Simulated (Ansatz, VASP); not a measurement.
**Two plane-wave programs on V**

```
CELL_PARAMETERS angstrom
-1.55839 1.55839 1.53570
1.55839 -1.55839 1.53570
1.55839 1.55839 -1.53570
ATOMIC_POSITIONS crystal
V 0.00000 0.00000 0.00000
```

Change from the starting cell: strain +0.030 along x and y, +0.015 along z, atoms carried along.

Alike in both runs: task single point; functional PBEsol; k mesh 22 × 22 × 22; occupations gaussian, width 0.15 eV; no spin polarisation.

|  | VASP | Ansatz |
| --- | --- | --- |
| version | VASP 6.6.1 | Ansatz 0.2.0 |
| potentials or method | VASP PAW PBE potentials, release 64 (V_sv), cutoff 520 eV | scalar-relativistic, plane waves, PAW |
| valence electrons in the cell | 13 | 13 |

|  | VASP | Ansatz | Ansatz less VASP |
| --- | --- | --- | --- |
| gap on the k mesh at the Fermi level (eV) | none | none | - |
| pressure (GPa) | -21.0 | -21.1 | -0.16 |
| traceless stress, the component that is largest in VASP (GPa) | 0.92 | 0.92 | +0.007 |

VASP's potentials were made for PBE, not for PBEsol. A gap of «none» marks a metal or a gap that the smearing closes.
